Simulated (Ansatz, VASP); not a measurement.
## Two plane-wave programs on Pt

```
Pt
1.0
     2.73661    0.00000    0.00000
    -1.36831    2.36998    0.00000
     0.00000    0.00000    4.76175
Pt
2
Direct
  0.33333 0.66667 0.25000
  0.66667 0.33333 0.75000
```

Alike in both runs: task single point; functional BLYP; k mesh 14 × 14 × 7; occupations fermi-dirac, width 0.1 eV; no spin polarisation.

|  | VASP | Ansatz |
| --- | --- | --- |
| version | VASP 6.6.1 | Ansatz 0.2.0 |
| potentials or method | VASP PAW PBE potentials, release 64 (Pt_sv_GW), cutoff 570 eV | plane waves (420 eV) with PAW, scalar-relativistic |
| valence electrons in the cell | 36 | 36 |

Ansatz gave:

| Item | Value |
| --- | --- |
| pressure (GPa) | 20.3 |
| traceless stress, the component that is largest in VASP (GPa) | -2.28 |

Which values does VASP return?

Pressure (GPa): 20.1; traceless stress, the component that is largest in VASP (GPa): -2.46.

VASP's potentials were made for PBE, not for BLYP.

Spin-orbit coupling is off throughout.
